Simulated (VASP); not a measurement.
# GaAs (I4/mmm) in VASP: single point with PBEsol-based global hybrid with 25 % exact exchange

Aim: the single point of GaAs with PBEsol-based global hybrid with 25 % exact exchange.

All numbers are computed with VASP 6.6.1; they aren't measurements. Logs are shortened: lines on timing, memory, paths and dates and some standing lists are left out, and cuts for length are marked.

## Step 1: The cell of the first run

The structure is tetragonal, space group I4/mmm (No. 139). The conventional cell has a = 3.762 Å, b = 3.762 Å, c = 6.052 Å, α = 90.00°, β = 90.00°, γ = 90.00°. Ga (site symmetry 4/mmm) has 6 As at 2.66 to 3.03 Å within 3.5 Å. As (site symmetry 4/mmm) has 6 Ga at 2.66 to 3.03 Å within 3.5 Å.

## Step 2: Single point, PBEsol-based global hybrid with 25 % exact exchange

File POSCAR:

```
GaAs
1.0
   -1.8807739600      1.8807739600      3.0258508800
    1.8807739600     -1.8807739600      3.0258508800
    1.8807739600      1.8807739600     -3.0258508800
Ga As
1 1
Direct
    0.0000000000      0.0000000000      0.0000000000
    0.5000000000      0.5000000000      0.0000000000
```

File INCAR.step1:

```
PREC     = Accurate       # precision mode
ENCUT    = 520            # plane-wave cutoff, eV
EDIFF    = 1E-5           # SCF threshold, eV
ISMEAR   = -1             # smearing method
SIGMA    = 0.05           # smearing width, eV
LREAL    = False          # projectors in reciprocal space
LASPH    = True           # aspherical terms in the spheres
NELM     = 60             # most SCF steps
ALGO     = Normal         # electronic algorithm
ISIF     = 2              # what is computed and relaxed
LWAVE    = True           # write WAVECAR
NBANDS   = 16             # bands
GGA      = PE             # functional
```

File INCAR.step2:

```
PREC     = Accurate       # precision mode
ENCUT    = 520            # plane-wave cutoff, eV
EDIFF    = 1E-7           # SCF threshold, eV
ISMEAR   = -1             # smearing method
SIGMA    = 0.05           # smearing width, eV
LREAL    = False          # projectors in reciprocal space
LASPH    = True           # aspherical terms in the spheres
NELM     = 60             # most SCF steps
ALGO     = Normal         # electronic algorithm
ISIF     = 2              # what is computed and relaxed
LWAVE    = False          # write WAVECAR
LCHARG   = True           # write CHGCAR
GGA      = PS             # functional
LHFCALC  = True           # exact exchange
AEXX     = 0.25           # exact-exchange fraction
PRECFOCK = Normal       
LELF     = True           # ELF
LVHAR    = True         
NBANDS   = 16             # bands
ISTART   = 1
```

File KPOINTS:

```
regular mesh
0
Gamma
  5 5 5
```

Potentials or basis: VASP PAW PBE potentials, release 64 (Ga_d, As).

The run is started by

```console
$ cat potpaw_PBE.64/Ga_d/POTCAR potpaw_PBE.64/As/POTCAR > POTCAR
$ cp INCAR.step1 INCAR
$ mpirun -np 1 vasp_std > vasp.out
$ cp INCAR.step2 INCAR
$ mpirun -np 1 vasp_std > vasp.out
```

OUTCAR:

```text
PREC = Accurate
   ENCUT = 520
   EDIFF = 1E-7
   ISMEAR = -1
   LREAL = False
   LASPH = True
   NELM = 60
   ISIF = 2
   GGA = PS
   LHFCALC = True
   AEXX = 0.25
   PRECFOCK = Normal
   ISTART = 1

 ion  position               nearest neighbor table
   1  0.000  0.000  0.000-   2 2.66   2 2.66   2 2.66   2 2.66
   2  0.500  0.500  0.000-   1 2.66   1 2.66   1 2.66   1 2.66

  LATTYP: Found a body centered tetragonal cell.
 ALAT       =     3.7615479200
 C/A-ratio  =     1.6088328233

  Lattice vectors:

 A1 = (  -1.8807739600,   1.8807739600,   3.0258508800)
 A2 = (   1.8807739600,  -1.8807739600,   3.0258508800)
 A3 = (   1.8807739600,   1.8807739600,  -3.0258508800)

Analysis of symmetry for initial positions (statically):
=====================================================================
 Subroutine PRICEL returns:
 Original cell was already a primitive cell.

 Routine SETGRP: Setting up the symmetry group for a
 body centered tetragonal supercell.

 Subroutine GETGRP returns: Found 16 space group operations
 (whereof 16 operations were pure point group operations)
 out of a pool of 16 trial point group operations.

The static configuration has the point symmetry D_4h.

Analysis of symmetry for dynamics (positions and initial velocities):
=====================================================================
 Subroutine PRICEL returns:
 Original cell was already a primitive cell.

 Routine SETGRP: Setting up the symmetry group for a
 body centered tetragonal supercell.

 Subroutine GETGRP returns: Found 16 space group operations
 (whereof 16 operations were pure point group operations)
 out of a pool of 16 trial point group operations.

The dynamic configuration has the point symmetry D_4h.

 Subroutine INISYM returns: Found 16 space group operations
 (whereof 16 operations are pure point group operations),
 and found     1 'primitive' translations

----------------------------------------------------------------------------------------

                                     Primitive cell

  volume of cell :      42.8135

  direct lattice vectors                    reciprocal lattice vectors
    -1.880773960  1.880773960  3.025850880     0.000000000  0.265848002  0.165242776
     1.880773960 -1.880773960  3.025850880     0.265848002  0.000000000  0.165242776
     1.880773960  1.880773960 -3.025850880     0.265848002  0.265848002  0.000000000

  length of vectors
     4.028696430  4.028696430  4.028696430     0.313018107  0.313018107  0.375965850

  position of ions in fractional coordinates (direct lattice)
     0.000000000  0.000000000  0.000000000
     0.500000000  0.500000000  0.000000000

  ion indices of the primitive-cell ions
   primitive index   ion index
                 1           1
                 2           2

----------------------------------------------------------------------------------------

 KPOINTS: regular mesh

Automatic generation of k-mesh.
 Grid dimensions read from file:
 generate k-points for:    5    5    5

 Generating k-lattice:

  Cartesian coordinates                     Fractional coordinates (reciprocal lattice)
     0.000000000  0.053169600  0.033048555     0.200000000  0.000000000  0.000000000
     0.053169600  0.000000000  0.033048555     0.000000000  0.200000000  0.000000000
     0.053169600  0.053169600  0.000000000     0.000000000  0.000000000  0.200000000

  Length of vectors
     0.062603621  0.062603621  0.075193170

  Shift w.r.t. Gamma in fractional coordinates (k-lattice)
     0.000000000  0.000000000  0.000000000

 Subroutine IBZKPT returns following result:
 ===========================================

 Found     18 irreducible k-points:

 Following reciprocal coordinates:
            Coordinates               Weight
  0.000000  0.000000  0.000000      1.000000
  0.200000  0.000000  0.000000      8.000000
  0.400000 -0.000000  0.000000      8.000000
  0.200000  0.200000  0.000000      8.000000
  0.400000  0.200000  0.000000     16.000000
 -0.400000  0.200000 -0.000000     16.000000
[... 10 lines left out ...]
 -0.400000  0.400000  0.400000      4.000000
 -0.400000 -0.400000  0.400000      2.000000
   k-points           NKPTS =     18   k-points in BZ     NKDIM =    125   number of bands    NBANDS=     16
   number of dos      NEDOS =    301   number of ions     NIONS =      2
   total plane-waves  NPLWV =  27000
   dimension x,y,z NGX =    30 NGY =   30 NGZ =   30
   dimension x,y,z NGXF=    60 NGYF=   60 NGZF=   60
   ions per type =               1   1
   NGX,Y,Z   is equivalent  to a cutoff of  12.38, 12.38, 12.38 a.u.
   NGXF,Y,Z  is equivalent  to a cutoff of  24.76, 24.76, 24.76 a.u.
 SYSTEM =  unknown system
   PREC   = accura    normal or accurate (medium, high low for compatibility)
   ISTART =      1    job   : 0-new  1-cont  2-samecut
   ICHARG =      0    charge: 1-file 2-atom 10-const
   ISPIN  =      1    spin polarized calculation?
   LNONCOLLINEAR =      F non collinear calculations
   LSORBIT =      F    spin-orbit coupling
   LASPH  =      T    aspherical Exc in radial PAW
   ENCUT  =  520.0 eV  38.22 Ry    6.18 a.u.   7.49  7.49  7.49*2*pi/ulx,y,z
   NELM   =     60;   NELMIN=  2; NELMDL=  0     # of ELM steps
   EDIFF  = 0.1E-06   stopping-criterion for ELM
   LREAL  =      F    real-space projection
   EDIFFG = 0.1E-05   stopping-criterion for IOM
   NSW    =      0    number of steps for IOM
   IBRION =     -1    ionic relax: 0-MD 1-quasi-New 2-CG
   NFREE  =      0    steps in history (QN), initial steepest desc. (CG)
   ISIF   =      2    stress and relaxation
   ISYM   =      3    0-nonsym 1-usesym 2-fastsym
   POTIM  = 0.5000    time-step for ionic-motion
   TEBEG  =    0.0;   TEEND  =   0.0 temperature during run
   PSTRESS=    0.0 pullay stress
   NELECT =      18.0000    total number of electrons
   NUPDOWN=      -1.0000    fix difference up-down
   EMIN   =  10.00;   EMAX   =-10.00  energy-range for DOS
   EFERMI =   0.00;   METHOD = LEGACY
   ISMEAR =    -1;   SIGMA  =   0.05  broadening in eV -4-tet -1-fermi 0-gaus
   EFERMI_NEDOS =   21; number of points for ismear=-14 and -15
   IALGO  =     38    algorithm
   IMIX   =      1    mixing-type and parameters
     AMIX     =   0.40;   BMIX     =  1.00
     AMIX_MAG =   1.60;   BMIX_MAG =  1.00
  volume/ion in A,a.u.               =      21.41       144.46
  Fermi-wavevector in a.u.,A,eV,Ry     =   1.226419  2.317595 20.464561  1.504103
  Thomas-Fermi vector in A             =   2.361420
   LORBIT       =      0    0 simple, 1 ext, 2 COOP (PROOUT), +10 PAW based schemes
   GGA     = PS    functional components
   LHFCALC =     T    Hartree Fock is set to
   PRECFOCK=normal    Normal, Fast or Accurate (Low or Medium for compatibility)
   ENCUT4O =  -1.0   cutoff for four orbital integrals eV
   NKREDX  =     1    reduce k-point grid by
   NKREDY  =     1    reduce k-point grid by
   NKREDZ  =     1    reduce k-point grid by
   AEXX    =    0.2500 exact exchange contribution
   HFSCREEN=    0.0000 screening length (either q_TF or 0.3 A-1)
   HFSCREENC=   0.0000 screening length for correlation (either q_TF or 0.3 A-1)
   ENCUTFOCK=  -1.0 apply spherical cutoff to Coloumb kernel
   IVDW    =     0    specifies the selected vdW correction
   LEPSILON=     F    determine dielectric tensor
   LRPA    =     F    only Hartree local field effects (RPA)
 non-spin polarized calculation
  energy-cutoff  :      520.00
  volume of cell :       42.81
 maximum number of plane-waves:      1175
 NGX is ok and might be reduce to    30
  NGX = 24; NGY = 24; NGZ = 24

 number of electron      18.0000010 magnetization

 Free energy of the ion-electron system (eV)
  ---------------------------------------------------
  ext. energy  EPLUGINS =         0.00000000
  ---------------------------------------------------
  free energy    TOTEN  =       -10.16139061 eV

  energy without entropy =      -10.15771025  energy(sigma->0) =      -10.15955043

 E-fermi :   4.3845     XC(G=0):  -8.1369

 val. band max:        3.9435493768   @ k =  -0.4000   0.4000   0.4000
 cond. band min:       4.4398781701   @ k =   0.2000   0.0000   0.0000
 fundamental gap:      0.4963287933
 Fermi energy:         4.3844941485

 k-point     1 :       0.0000    0.0000    0.0000
  band No.  band energies     occupation
      1     -14.0596      2.00000
      2     -14.0215      2.00000
      3     -14.0088      2.00000
      4     -14.0088      2.00000
      5     -14.0066      2.00000
      6     -10.3437      2.00000
[... 8 lines left out ...]
     15      13.1890      0.00000
     16      13.9561      0.00000

 k-point     2 :       0.2000    0.0000    0.0000
  band No.  band energies     occupation
      1     -14.0571      2.00000
      2     -14.0323      2.00000
      3     -14.0105      2.00000
      4     -14.0044      2.00000
      5     -13.9982      2.00000
      6      -9.8195      2.00000
[... 8 lines left out ...]
     15      13.5086      0.00000
     16      13.7845      0.00000

 k-point     3 :       0.4000   -0.0000    0.0000
  band No.  band energies     occupation
      1     -14.0573      2.00000
      2     -14.0503      2.00000
      3     -14.0139      2.00000
      4     -13.9968      2.00000
      5     -13.9813      2.00000
      6      -8.5029      2.00000
[... 8 lines left out ...]
     15      16.4790      0.00000
     16      17.2148      0.00000

 k-point     4 :       0.2000    0.2000    0.0000
  band No.  band energies     occupation
      1     -14.0603      2.00000
      2     -14.0472      2.00000
      3     -14.0070      2.00000
      4     -14.0028      2.00000
      5     -13.9916      2.00000
      6      -9.0563      2.00000
[... 8 lines left out ...]
     15      15.5244      0.00000
     16      17.8912      0.00000
[... 210 lines left out ...]
 k-point    16 :      -0.2000   -0.2000    0.2000
  band No.  band energies     occupation
      1     -14.0806      2.00000
      2     -14.0194      2.00000
      3     -14.0097      2.00000
      4     -14.0019      2.00000
      5     -14.0019      2.00000
      6      -9.7932      2.00000
[... 8 lines left out ...]
     15      15.3685      0.00000
     16      15.3685      0.00000

 k-point    17 :      -0.4000    0.4000    0.4000
  band No.  band energies     occupation
      1     -14.1057      2.00000
      2     -14.0276      2.00000
      3     -14.0059      2.00000
      4     -13.9954      2.00000
      5     -13.9898      2.00000
      6      -7.9902      2.00000
[... 8 lines left out ...]
     15      19.0793      0.00000
     16      19.2111      0.00000

 k-point    18 :      -0.4000   -0.4000    0.4000
  band No.  band energies     occupation
      1     -14.1184      2.00000
      2     -14.0161      2.00000
      3     -14.0147      2.00000
      4     -13.9904      2.00000
      5     -13.9904      2.00000
      6      -8.5354      2.00000
[... 8 lines left out ...]
     15      18.2918      0.00000
     16      19.6177      0.00000

------------------------ aborting loop because EDIFF is reached ----------------------------------------

  FORCE on cell =-STRESS in cart. coord.  units (eV):
  Direction    XX          YY          ZZ          XY          YZ          ZX
  --------------------------------------------------------------------------------------
  -------------------------------------------------------------------------------------
  Total       -1.8596902     -1.8596902     -2.8178792      0.0000000     -0.0000000      0.0000000
  in kB      -69.5937852    -69.5937852   -105.4513735      0.0000000     -0.0000000      0.0000000
  external PRESSURE =     -81.5463146 kB  Pullay stress =       0.0000000 kB

 VOLUME and BASIS-vectors are now :
 -----------------------------------------------------------------------------
  energy-cutoff  :      520.00
  volume of cell :       42.81
      direct lattice vectors                 reciprocal lattice vectors
    -1.880773960  1.880773960  3.025850880     0.000000000  0.265848002  0.165242776
     1.880773960 -1.880773960  3.025850880     0.265848002  0.000000000  0.165242776
     1.880773960  1.880773960 -3.025850880     0.265848002  0.265848002  0.000000000

 POSITION                                       TOTAL-FORCE (eV/Angst)
 -----------------------------------------------------------------------------------
      0.00000      0.00000      0.00000         0.000000     -0.000000     -0.000000
      0.00000      0.00000      3.02585        -0.000000      0.000000      0.000000
 -----------------------------------------------------------------------------------
    total drift:                                0.000000      0.000001      0.000000

  FREE ENERGIE OF THE ION-ELECTRON SYSTEM (eV)
  ---------------------------------------------------
  free  energy   TOTEN  =       -10.1613906071 eV

  energy  without entropy=      -10.1577102503  energy(sigma->0) =      -10.15955043
```

Wall time 62 min (1 thread of Oxide Virtual Turin-like, shared host); peak memory 0.16 GiB.

Results:

| Item | Value |
| --- | --- |
| Free energy | -10.1614 eV |
| Pressure | -8.2 GPa |
| Band gap on the k mesh | zero (bands 9 and 10 overlap by 3.43 eV) |

Levels at points of the mesh, in eV from the Fermi level:
| k point | band 6 | band 7 | band 8 | band 9 | band 10 | band 11 | band 12 | band 13 |
| --- | --- | --- | --- | --- | --- | --- | --- | --- |
| (0.00, 0.00, 0.00) | -14.73 | -1.19 | -1.19 | -0.95 | 0.94 | 5.78 | 7.24 | 8.39 |

Caveat: the k points lie up to 0.39 Å⁻¹ apart, too coarse for converged energies and pressures of a metal; the PAW data sets were made with another functional, which shifts forces and pressure a little.
